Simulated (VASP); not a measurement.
# ScIn3 (Pm-3m) in VASP: single point with LDA

Aim: the single point of ScIn3 with LDA.

Program: VASP 6.6.1. These are calculated values, not measurements. Logs are shortened: lines on timing, memory, paths and dates and some standing lists are left out, and cuts for length are marked.

### Step 1. The cell of the first run

It takes space group Pm-3m (No. 221, cubic). Conventional cell: a = 4.460 Å, b = 4.460 Å, c = 4.460 Å, α = 90.00°, β = 90.00°, γ = 90.00°. Sc (site symmetry m-3m) has 12 In at 3.15 Å within 4.1 Å. In (site symmetry 4/mmm) has 4 Sc at 3.15 Å and 8 In at 3.15 Å within 4.1 Å.

### Step 2. Single point, LDA

INCAR reads:

```
ALGO = Normal
EDIFF = 1E-6
ENCUT = 520
ISIF = 2
ISMEAR = 1
LASPH = T
LCHARG = T
LELF = T
LREAL = F
LVHAR = T
LWAVE = F
NBANDS = 33
NELM = 60
PREC = Accurate
SIGMA = 0.1
```

KPOINTS reads:

```
Automatic mesh
0
Gamma
  4 4 4
  0.5 0.5 0.5
```

POSCAR reads:

```
ScIn3
1.0
    4.4600000000      0.0000000000      0.0000000000
    0.0000000000      4.4600000000      0.0000000000
    0.0000000000      0.0000000000      4.4600000000
Sc In
1 3
Direct
    0.0000000000      0.0000000000      0.0000000000
    0.0000000000      0.5000000000      0.5000000000
    0.5000000000      0.0000000000      0.5000000000
    0.5000000000      0.5000000000      0.0000000000
```

Potentials or basis: VASP PAW LDA potentials, release 64 (Sc_sv, In_d).

Command:

```
> cat potpaw_LDA.64/Sc_sv/POTCAR potpaw_LDA.64/In_d/POTCAR > POTCAR
> mpirun -np 1 vasp_std > vasp.out
```

OUTCAR:

```text
EDIFF = 1E-6
   ENCUT = 520
   ISIF = 2
   ISMEAR = 1
   LASPH = T
   LREAL = F
   NELM = 60
   PREC = Accurate

 ion  position               nearest neighbor table
   1  0.000  0.000  0.000-   2 3.15   3 3.15   4 3.15   2 3.15   3 3.15   2 3.15   4 3.15   2 3.15
                             3 3.15   4 3.15   3 3.15   4 3.15
   2  0.000  0.500  0.500-   1 3.15   3 3.15   4 3.15   1 3.15   4 3.15   1 3.15   3 3.15   1 3.15
                             3 3.15   4 3.15   4 3.15   3 3.15
   3  0.500  0.000  0.500-   1 3.15   2 3.15   4 3.15   1 3.15   4 3.15   2 3.15   4 3.15   4 3.15
                             1 3.15   2 3.15   1 3.15   2 3.15
   4  0.500  0.500  0.000-   1 3.15   2 3.15   3 3.15   2 3.15   3 3.15   1 3.15   3 3.15   3 3.15
                             1 3.15   2 3.15   2 3.15   1 3.15

  LATTYP: Found a simple cubic cell.
 ALAT       =     4.4600000000

  Lattice vectors:

 A1 = (   4.4600000000,   0.0000000000,   0.0000000000)
 A2 = (   0.0000000000,   4.4600000000,   0.0000000000)
 A3 = (   0.0000000000,   0.0000000000,   4.4600000000)

Analysis of symmetry for initial positions (statically):
=====================================================================
 Subroutine PRICEL returns:
 Original cell was already a primitive cell.

 Routine SETGRP: Setting up the symmetry group for a
 simple cubic supercell.

 Subroutine GETGRP returns: Found 48 space group operations
 (whereof 48 operations were pure point group operations)
 out of a pool of 48 trial point group operations.

The static configuration has the point symmetry O_h .

Analysis of symmetry for dynamics (positions and initial velocities):
=====================================================================
 Subroutine PRICEL returns:
 Original cell was already a primitive cell.

 Routine SETGRP: Setting up the symmetry group for a
 simple cubic supercell.

 Subroutine GETGRP returns: Found 48 space group operations
 (whereof 48 operations were pure point group operations)
 out of a pool of 48 trial point group operations.

The dynamic configuration has the point symmetry O_h .

 Subroutine INISYM returns: Found 48 space group operations
 (whereof 48 operations are pure point group operations),
 and found     1 'primitive' translations

----------------------------------------------------------------------------------------

                                     Primitive cell

  volume of cell :      88.7165

  direct lattice vectors                    reciprocal lattice vectors
     4.460000000  0.000000000  0.000000000     0.224215247  0.000000000  0.000000000
     0.000000000  4.460000000  0.000000000     0.000000000  0.224215247  0.000000000
     0.000000000  0.000000000  4.460000000     0.000000000  0.000000000  0.224215247

  length of vectors
     4.460000000  4.460000000  4.460000000     0.224215247  0.224215247  0.224215247

  position of ions in fractional coordinates (direct lattice)
     0.000000000  0.000000000  0.000000000
     0.000000000  0.500000000  0.500000000
     0.500000000  0.000000000  0.500000000
     0.500000000  0.500000000  0.000000000

  ion indices of the primitive-cell ions
   primitive index   ion index
                 1           1
                 2           2
                 3           3
                 4           4

----------------------------------------------------------------------------------------

 KPOINTS: Automatic mesh

Automatic generation of k-mesh.
 Grid dimensions read from file:
 generate k-points for:    4    4    4

 Generating k-lattice:

  Cartesian coordinates                     Fractional coordinates (reciprocal lattice)
     0.056053812  0.000000000  0.000000000     0.250000000  0.000000000  0.000000000
     0.000000000  0.056053812  0.000000000     0.000000000  0.250000000  0.000000000
     0.000000000  0.000000000  0.056053812     0.000000000  0.000000000  0.250000000

  Length of vectors
     0.056053812  0.056053812  0.056053812

  Shift w.r.t. Gamma in fractional coordinates (k-lattice)
     0.500000000  0.500000000  0.500000000

 Subroutine IBZKPT returns following result:
 ===========================================

 Found      4 irreducible k-points:

 Following reciprocal coordinates:
            Coordinates               Weight
  0.125000  0.125000  0.125000      8.000000
  0.375000  0.125000  0.125000     24.000000
  0.375000  0.375000  0.125000     24.000000
  0.375000  0.375000  0.375000      8.000000
   k-points           NKPTS =      4   k-points in BZ     NKDIM =      4   number of bands    NBANDS=     33
   number of dos      NEDOS =    301   number of ions     NIONS =      4
   total plane-waves  NPLWV =  46656
   dimension x,y,z NGX =    36 NGY =   36 NGZ =   36
   dimension x,y,z NGXF=    72 NGYF=   72 NGZF=   72
   ions per type =               1   3
   NGX,Y,Z   is equivalent  to a cutoff of  13.42, 13.42, 13.42 a.u.
   NGXF,Y,Z  is equivalent  to a cutoff of  26.84, 26.84, 26.84 a.u.
 SYSTEM =  unknown system
   PREC   = accura    normal or accurate (medium, high low for compatibility)
   ISTART =      0    job   : 0-new  1-cont  2-samecut
   ICHARG =      2    charge: 1-file 2-atom 10-const
   ISPIN  =      1    spin polarized calculation?
   LNONCOLLINEAR =      F non collinear calculations
   LSORBIT =      F    spin-orbit coupling
   LASPH  =      T    aspherical Exc in radial PAW
   ENCUT  =  520.0 eV  38.22 Ry    6.18 a.u.   8.29  8.29  8.29*2*pi/ulx,y,z
   NELM   =     60;   NELMIN=  2; NELMDL= -5     # of ELM steps
   EDIFF  = 0.1E-05   stopping-criterion for ELM
   LREAL  =      F    real-space projection
   EDIFFG = 0.1E-04   stopping-criterion for IOM
   NSW    =      0    number of steps for IOM
   IBRION =     -1    ionic relax: 0-MD 1-quasi-New 2-CG
   NFREE  =      0    steps in history (QN), initial steepest desc. (CG)
   ISIF   =      2    stress and relaxation
   ISYM   =      2    0-nonsym 1-usesym 2-fastsym
   POTIM  = 0.5000    time-step for ionic-motion
   TEBEG  =    0.0;   TEEND  =   0.0 temperature during run
   PSTRESS=    0.0 pullay stress
   NELECT =      50.0000    total number of electrons
   NUPDOWN=      -1.0000    fix difference up-down
   EMIN   =  10.00;   EMAX   =-10.00  energy-range for DOS
   EFERMI =   0.00;   METHOD = LEGACY
   ISMEAR =     1;   SIGMA  =   0.10  broadening in eV -4-tet -1-fermi 0-gaus
   EFERMI_NEDOS =   21; number of points for ismear=-14 and -15
   IALGO  =     38    algorithm
   IMIX   =      4    mixing-type and parameters
     AMIX     =   0.40;   BMIX     =  1.00
     AMIX_MAG =   1.60;   BMIX_MAG =  1.00
  volume/ion in A,a.u.               =      22.18       149.67
  Fermi-wavevector in a.u.,A,eV,Ry     =   1.352270  2.555419 24.880066  1.828633
  Thomas-Fermi vector in A             =   2.479622
   LORBIT       =      0    0 simple, 1 ext, 2 COOP (PROOUT), +10 PAW based schemes
   GGA     = CA    functional components
   LHFCALC =     F    Hartree Fock is set to
   AEXX    =    0.0000 exact exchange contribution
   IVDW    =     0    specifies the selected vdW correction
   LEPSILON=     F    determine dielectric tensor
   LRPA    =     F    only Hartree local field effects (RPA)
 non-spin polarized calculation
 Methfessel and Paxton  Order N= 1 SIGMA  =   0.10
  energy-cutoff  :      520.00
  volume of cell :       88.72
 maximum number of plane-waves:      2395
 NGX is ok and might be reduce to    36
   NGX = 17   NGY = 17   NGZ = 17

 number of electron      50.0000012 magnetization

 Free energy of the ion-electron system (eV)
  ---------------------------------------------------
  ext. energy  EPLUGINS =         0.00000000
  ---------------------------------------------------
  free energy    TOTEN  =       -17.93807121 eV

  energy without entropy =      -17.92875591  energy(sigma->0) =      -17.93496611

 E-fermi :   8.0178     XC(G=0): -11.1509

 val. band max:        7.9977040530   @ k =   0.3750   0.1250   0.1250
 cond. band min:       8.6721754264   @ k =   0.3750   0.3750   0.1250
 fundamental gap:      0.6744713733
 Fermi energy:         8.0178333961

 k-point     1 :       0.1250    0.1250    0.1250
  band No.  band energies     occupation
      1     -41.0815      2.00000
      2     -20.0813      2.00000
      3     -20.0804      2.00000
      4     -20.0804      2.00000
      5      -6.9418      2.00000
      6      -6.8984      2.00000
[... 25 lines left out ...]
     32      12.4615      0.00000
     33      12.7677      0.00000

 k-point     2 :       0.3750    0.1250    0.1250
  band No.  band energies     occupation
      1     -41.0813      2.00000
      2     -20.0886      2.00000
      3     -20.0810      2.00000
      4     -20.0805      2.00000
      5      -6.8863      2.00000
      6      -6.8132      2.00000
[... 25 lines left out ...]
     32      11.9218      0.00000
     33      12.9510      0.00000

 k-point     3 :       0.3750    0.3750    0.1250
  band No.  band energies     occupation
      1     -41.0811      2.00000
      2     -20.0877      2.00000
      3     -20.0871      2.00000
      4     -20.0807      2.00000
      5      -6.8116      2.00000
      6      -6.7574      2.00000
[... 25 lines left out ...]
     32      11.6757      0.00000
     33      13.5677      0.00000

 k-point     4 :       0.3750    0.3750    0.3750
  band No.  band energies     occupation
      1     -41.0809      2.00000
      2     -20.0867      2.00000
      3     -20.0858      2.00000
      4     -20.0858      2.00000
      5      -6.8343      2.00000
      6      -6.7650      2.00000
[... 25 lines left out ...]
     32      11.5186      0.00000
     33      15.5205      0.00000

------------------------ aborting loop because EDIFF is reached ----------------------------------------

  FORCE on cell =-STRESS in cart. coord.  units (eV):
  Direction    XX          YY          ZZ          XY          YZ          ZX
  --------------------------------------------------------------------------------------
  -------------------------------------------------------------------------------------
  Total       -1.8296798     -1.8296798     -1.8296798     -0.0000000     -0.0000000      0.0000000
  in kB      -33.0431245    -33.0431245    -33.0431245     -0.0000000     -0.0000000      0.0000000
  external PRESSURE =     -33.0431245 kB  Pullay stress =       0.0000000 kB

 VOLUME and BASIS-vectors are now :
 -----------------------------------------------------------------------------
  energy-cutoff  :      520.00
  volume of cell :       88.72
      direct lattice vectors                 reciprocal lattice vectors
     4.460000000  0.000000000  0.000000000     0.224215247  0.000000000  0.000000000
     0.000000000  4.460000000  0.000000000     0.000000000  0.224215247  0.000000000
     0.000000000  0.000000000  4.460000000     0.000000000  0.000000000  0.224215247

 POSITION                                       TOTAL-FORCE (eV/Angst)
 -----------------------------------------------------------------------------------
      0.00000      0.00000      0.00000         0.000000      0.000000      0.000000
      0.00000      2.23000      2.23000         0.000000      0.000000      0.000000
      2.23000      0.00000      2.23000         0.000000      0.000000      0.000000
      2.23000      2.23000      0.00000         0.000000      0.000000      0.000000
 -----------------------------------------------------------------------------------
    total drift:                                0.000000      0.000000      0.000000

  FREE ENERGIE OF THE ION-ELECTRON SYSTEM (eV)
  ---------------------------------------------------
  free  energy   TOTEN  =       -17.9380712133 eV

  energy  without entropy=      -17.9287559056  energy(sigma->0) =      -17.93496611
```

It took 18 s on 1 thread of AMD EPYC 7R43 (Zen 3), shared host; peak memory 0.13 GiB.

What came out:

| Property | Result |
| --- | --- |
| Free energy | -17.9381 eV |
| Pressure | -3.3 GPa |
| Band gap on the k mesh | zero (band 25 reaches 8.00 eV, above the bottom of band 26 at 6.43 eV) |

Levels at points of the mesh, in eV from the Fermi level:
| k point | band 21 | band 22 | band 23 | band 24 | band 25 | band 26 | band 27 | band 28 | band 29 | band 30 |
| --- | --- | --- | --- | --- | --- | --- | --- | --- | --- | --- |
| (0.12, 0.12, 0.12) | -3.78 | -3.78 | -2.59 | -0.29 | -0.29 | 0.93 | 0.93 | 1.67 | 2.47 | 2.47 |

Caveat: spin-orbit coupling is left out, which moves the levels of the heavy elements.
